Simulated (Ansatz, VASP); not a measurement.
**MoS2 in VASP and in Ansatz**

INCAR

```
SYSTEM = MoS2
ALGO = Normal
EDIFF = 1E-6
ENCUT = 520
GGA = PS
ISIF = 2
ISMEAR = 0
LASPH = .TRUE.
LCHARG = .TRUE.
LELF = .TRUE.
LREAL = .FALSE.
LVHAR = .TRUE.
LWAVE = .FALSE.
NBANDS = 35
NELM = 80
PREC = Accurate
SIGMA = 0.05
```

KPOINTS

```
k-points
0
G
  12 12 2
  0 0 0
```

Contents of POSCAR:

```
MoS2
1.0
    3.1414322073      0.0000000000      0.0000000000
   -1.5707161036      2.7205600958      0.0000000000
    0.0000000000      0.0000000000     12.5788196111
Mo S
2 4
Direct
    0.3563065439      0.7126130878      0.2500000000
    0.6896398773      0.3792797545      0.7500000000
    0.3333333333      0.6666666667      0.6260538431
    0.6666666667      0.3333333333      0.1260538431
    0.3333333333      0.6666666667      0.8739461569
    0.6666666667      0.3333333333      0.3739461569
```

Input for Ansatz:

```yaml
crystal:
  lattice:
    - [3.1414322073, 0.0, 0.0]
    - [-1.5707161036, 2.7205600958, 0.0]
    - [0.0, 0.0, 12.5788196111]
  atoms:
    - { symbol: Mo, position: [0.3563065439, 0.7126130878, 0.25] }
    - { symbol: Mo, position: [0.6896398773, 0.3792797545, 0.75] }
    - { symbol: S, position: [0.3333333333, 0.6666666667, 0.6260538431] }
    - { symbol: S, position: [0.6666666667, 0.3333333333, 0.1260538431] }
    - { symbol: S, position: [0.3333333333, 0.6666666667, 0.8739461569] }
    - { symbol: S, position: [0.6666666667, 0.3333333333, 0.3739461569] }
basis:
  ecutwfc: 420
kpoints:
  mp_grid: { grid: [12, 12, 2] }
hamiltonian:
  xc: pbesol
scf:
  occupations: { method: gaussian, width: 0.05 }
output:
  forces: true
  stress: true
  eigenvalues: true
```

Change from the starting cell: all Mo atoms moved +0.125 Å, as atom 1 along Cartesian [0 1 0].

Alike in both runs: task single point; functional PBEsol; k mesh 12 × 12 × 2; occupations gaussian, width 0.05 eV; no spin polarisation.

|  | VASP | Ansatz |
| --- | --- | --- |
| version | VASP 6.6.1 | Ansatz 0.2.0 |
| potentials or method | VASP PAW PBE potentials, release 64 (Mo_sv, S), cutoff 520 eV | scalar-relativistic, plane waves, PAW |
| valence electrons in the cell | 52 | 52 |

VASP gave:

* gap on the k mesh at the Fermi level (eV): 1.00
* least direct gap on the mesh (eV): 1.66
* pressure (GPa): 1.0
* traceless stress, the component that is largest in VASP (GPa): 0.67
* rms of the force components (eV/Å): 1.058

**Question.** What did Ansatz give for the same quantities?

**Answer.** gap on the k mesh at the Fermi level (eV): 0.99; least direct gap on the mesh (eV): 1.65; pressure (GPa): 1.0; traceless stress, the component that is largest in VASP (GPa): 0.69; rms of the force components (eV/Å): 1.058.

VASP's potentials were made for PBE, not for PBEsol. Atom by atom the forces differ by 0.001 eV/Å (rms over components).
